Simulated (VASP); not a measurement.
Input of a VASP 6.6.1 run:

The input INCAR:

```
SYSTEM = BN
  PREC = Accurate
  ENCUT = 520
  EDIFF = 1E-7
  ISMEAR = 0
  SIGMA = 0.01
  LREAL = .FALSE.
  LASPH = .TRUE.
  NELM = 80
  ALGO = Normal
  ISIF = 2
  LWAVE = .FALSE.
  LCHARG = .FALSE.
  GGA = RP
  NBANDS = 16
```

File KPOINTS:

```
Automatic mesh
0
G
  12 12 6
  0 0 0
```

The input POSCAR:

```
BN
1.0
    2.5682176998      0.0000000000      0.0000000000
   -1.2841088499      2.2241417705      0.0000000000
    0.0000000000      0.0000000000      4.2459040026
B N
2 2
Direct
    0.6666666667      0.3333333333      0.0001428733
    0.3333333333      0.6666666667      0.5001428733
    0.6666666667      0.3333333333      0.3748571267
    0.3333333333      0.6666666667      0.8748571267
```

Potentials or basis: VASP PAW PBE potentials, release 64 (B, N).

Launch:

```sh
$ cat potpaw_PBE.64/B/POTCAR potpaw_PBE.64/N/POTCAR > POTCAR
$ mpirun -np 1 vasp_std > vasp.out
```

Predict the band gap on the k mesh.

5.32 eV, indirect (least direct gap 8.22 eV).

Estimate the pressure.

0.1 GPa.

Forces on the atoms (eV/Å):
```
B    0.000  0.000  0.002
B    0.000  0.000  0.002
N    0.000  0.000 -0.002
N    0.000  0.000 -0.002
```

Caveat: the PAW data sets were made with another functional, which shifts forces and pressure a little. Expect the measured gap to be larger: semilocal functionals such as RPBE lack the derivative discontinuity.
